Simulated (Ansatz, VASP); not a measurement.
One calculation of Ru, two programs

```
Ru
1.0
     2.70580    0.00000    0.00000
    -1.35290    2.34329    0.00000
     0.00000    0.00000    4.28190
Ru
2
Direct
  0.66667 0.33333 0.75000
  0.33333 0.66667 0.25000
```

Alike in both runs: functional PBE; k mesh 8 × 8 × 5; occupations fermi-dirac, width 0.05 eV; non-collinear spin, spin-orbit coupling.

```csv
,VASP,Ansatz
version,VASP 6.6.1,Ansatz 0.2.0
potentials or method,"VASP PAW PBE potentials, release 64 (Ru_pv), cutoff 500 eV","all-electron LAPW, relativistic spinors"
task,single point,band structure
```

Ansatz gave:

```
pressure (GPa)                                                : 4.1
traceless stress, the component that is largest in VASP (GPa) : -0.51
net moment per atom (μB)                                      : 0.00
```

**Question.** Which values does VASP return?

**Answer.** Pressure (GPa): 4.2; traceless stress, the component that is largest in VASP (GPa): -0.50; net moment per atom (μB): 0.00.

Ansatz ran all-electron here, and VASP with PAW potentials.

Noted on Ansatz's run: the k mesh is thin for a metal, which can move the energy by tens of meV per atom.
